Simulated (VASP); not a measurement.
Bi2Te3:

```
Bi Te
1.0
     2.16343    1.24906    9.95553
    -2.16343    1.24906    9.95553
     0.00000   -2.49811    9.95553
Bi Te
2 3
Direct
  0.40012 0.40012 0.40012
  0.59988 0.59988 0.59988
  0.00000 0.00000 0.00000
  0.20925 0.20925 0.20925
  0.79075 0.79075 0.79075
```

| Item | Value |
| --- | --- |
| Program | VASP 6.6.1 |
| Task | relaxation of shape and atoms at fixed volume |
| Functional | PBE |
| Dispersion | D3(BJ) |
| Potentials or basis | VASP PAW PBE potentials, release 64 (Bi_d, Te) |
| Cutoff | 600 eV |
| k mesh | 7 × 7 × 7 |
| Occupations | gaussian, width 0.03 eV |
| Spin | no spin polarisation |

At the start: pressure 2.4 GPa; volume 32.28 Å³/atom.

Q: Where does the relaxation end?

A: Over 7 steps the energy falls by 2.6 meV/atom; space group R-3m (No. 166, to 0.1 Å) before and after.

The path:
```tsv
step	energy change (eV)	largest force (eV/Å)	pressure (GPa)
1	0.0000	0.2727	2.38
2	-0.0061	0.1541	2.17
3	-0.0079	0.1156	1.99
4	-0.0096	0.0894	1.95
5	-0.0124	0.0175	1.83
6	-0.0127	0.0090	1.79
7	-0.0128	0.0019	1.79
```

Final structure:
```
Bi Te
1.0
     2.16581    1.25043    9.93362
    -2.16581    1.25043    9.93362
     0.00000   -2.50086    9.93362
Bi Te
2 3
Direct
  0.40075 0.40075 0.40075
  0.59925 0.59925 0.59925
  0.00000 0.00000 0.00000
  0.20742 0.20742 0.20742
  0.79258 0.79258 0.79258
```
